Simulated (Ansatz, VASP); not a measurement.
InSe in VASP and in Ansatz

Contents of INCAR:

```
SYSTEM = InSe
ALGO = Normal
EDIFF = 1E-7
ENCUT = 520
GGA = PS
ISIF = 2
ISMEAR = -1
LASPH = .True.
LCHARG = .False.
LREAL = .False.
LWAVE = .False.
NBANDS = 27
NELM = 60
PREC = Accurate
SIGMA = 0.05
```

Contents of KPOINTS:

```
k-points
0
Gamma
  6 6 6
  0 0 0
```

The input POSCAR:

```
InSe
1.0
    2.0000000000      1.1547005384      8.4400000000
   -2.0000000000      1.1547005384      8.4400000000
    0.0000000000     -2.3094010768      8.4400000000
In Se
2 2
Direct
    0.8886000000      0.8886000000      0.8886000000
    0.0000000000      0.0000000000      0.0000000000
    0.1719000000      0.1719000000      0.1719000000
    0.3835000000      0.3835000000      0.3835000000
```

File input.yaml:

```yaml
crystal:
  lattice:
    - [2.0, 1.1547005384, 8.44]
    - [-2.0, 1.1547005384, 8.44]
    - [0.0, -2.3094010768, 8.44]
  atoms:
    - { symbol: In, position: [0.8886, 0.8886, 0.8886] }
    - { symbol: In, position: [0.0, 0.0, 0.0] }
    - { symbol: Se, position: [0.1719, 0.1719, 0.1719] }
    - { symbol: Se, position: [0.3835, 0.3835, 0.3835] }
kpoints:
  mp_grid: { grid: [6, 6, 6] }
  band_path:
    path:
      - [0.0, 0.0, 0.0]
      - [0.5, 0.0, 0.0]
      - [0.5, 0.1791451724, -0.1791451724]
    npoints: 6
scf:
  occupations: { method: fermi_dirac, width: 0.05 }
hamiltonian:
  xc: pbesol
  pseudopotentials: { kind: all_electron, lapw: { basis_error: 0.002 } }
output:
  forces: true
  stress: true
  eigenvalues: true
```

Alike in both runs: functional PBEsol; k mesh 6 × 6 × 6; occupations fermi-dirac, width 0.05 eV; no spin polarisation.

|  | VASP | Ansatz |
| --- | --- | --- |
| version | VASP 6.6.1 | Ansatz 0.2.0 |
| potentials or method | VASP PAW PBE potentials, release 64 (In_d, Se), cutoff 520 eV | all-electron LAPW, scalar-relativistic |
| task | single point | band structure |

|  | VASP | Ansatz | Ansatz less VASP |
| --- | --- | --- | --- |
| gap on the k mesh at the Fermi level (eV) | 0.33 | 0.35 | +0.016 |
| least direct gap on the mesh (eV) | 0.33 | 0.35 | +0.016 |
| pressure (GPa) | 0.3 | 0.2 | -0.05 |
| traceless stress, the component that is largest in VASP (GPa) | -0.70 | -0.69 | +0.011 |
| rms of the force components (eV/Å) | 0.132 | 0.122 | -0.0097 |

VASP's potentials were made for PBE, not for PBEsol. Atom by atom the forces differ by 0.011 eV/Å (rms over components). Ansatz ran all-electron here, and VASP with PAW potentials.
